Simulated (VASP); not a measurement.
Write the native input for VASP 6.6.1 that does the following.

```
Task                   : single point
Functional             : r2SCAN
Potentials or basis    : VASP PAW PBE potentials, release 64 (Ti_sv, Al)
Cutoff                 : 520 eV
k mesh                 : 18 × 18 × 10
Occupations            : gaussian, width 0.15 eV
Spin                   : no spin polarisation
Dipole correction      : no
Further INCAR settings : ALGO = Normal; EDIFF = 1e-06; NBANDS = 14
```

TiAl:

```
CELL_PARAMETERS angstrom
2.86726 0.00000 0.00000
-1.43363 2.47071 0.00000
0.00000 0.00000 4.67808
ATOMIC_POSITIONS crystal
Ti 0.00000 0.00000 0.00000
Al 0.33333 0.66667 0.50000
```

This cell differs from its parent crystal: strain -0.0050 x Voigt [0, 1, 0, 0, 0, 0].

These files were run (other wordings do the same):

POSCAR

```
TiAl
1.0
    2.8672622327      0.0000000000      0.0000000000
   -1.4336311163      2.4707063232      0.0000000000
    0.0000000000      0.0000000000      4.6780830000
Ti Al
1 1
Direct
    0.0000000000      0.0000000000      0.0000000000
    0.3333333333      0.6666666667      0.5000000000
```

INCAR.step1

```
SYSTEM = TiAl
PREC = Accurate
ENCUT = 520
ISMEAR = 0
SIGMA = 0.15
LREAL = .FALSE.
LASPH = .TRUE.
NELM = 80
NBANDS = 14
GGA = PE
ALGO = Normal
EDIFF = 1E-4
LWAVE = .TRUE.
LCHARG = .FALSE.
```

INCAR.step2

```
SYSTEM = TiAl
PREC = Accurate
ENCUT = 520
EDIFF = 1E-6
ISMEAR = 0
SIGMA = 0.15
LREAL = .FALSE.
LASPH = .TRUE.
NELM = 80
ALGO = Normal
ISIF = 2
LWAVE = .FALSE.
LCHARG = .FALSE.
METAGGA = R2SCAN
LMIXTAU = .TRUE.
NBANDS = 14
ISTART = 1
```

KPOINTS

```
Automatic mesh
0
G
  18 18 10
  0 0 0
```

Potentials or basis: VASP PAW PBE potentials, release 64 (Ti_sv, Al).

The run is started by

```sh
$ cat potpaw_PBE.64/Ti_sv/POTCAR potpaw_PBE.64/Al/POTCAR > POTCAR
$ cp INCAR.step1 INCAR
$ mpirun -np 1 vasp_std > vasp.out
$ cp INCAR.step2 INCAR
$ mpirun -np 1 vasp_std > vasp.out
```

Results of the run:

| Property | Result |
| --- | --- |
| Pressure | -0.5 GPa |
| Largest force | 0.018 eV/Å |
| Band gap on the k mesh | zero (an odd number of electrons rules out a gap without spin polarisation) |

Caveat: the cell differs from its parent crystal (strain -0.0050 x Voigt [0, 1, 0, 0, 0, 0]); the PAW data sets were made with another functional, which shifts forces and pressure a little.

It took 14 min on 1 thread of Intel Xeon 8259CL, with other jobs on the host, peak memory 0.38 GiB.
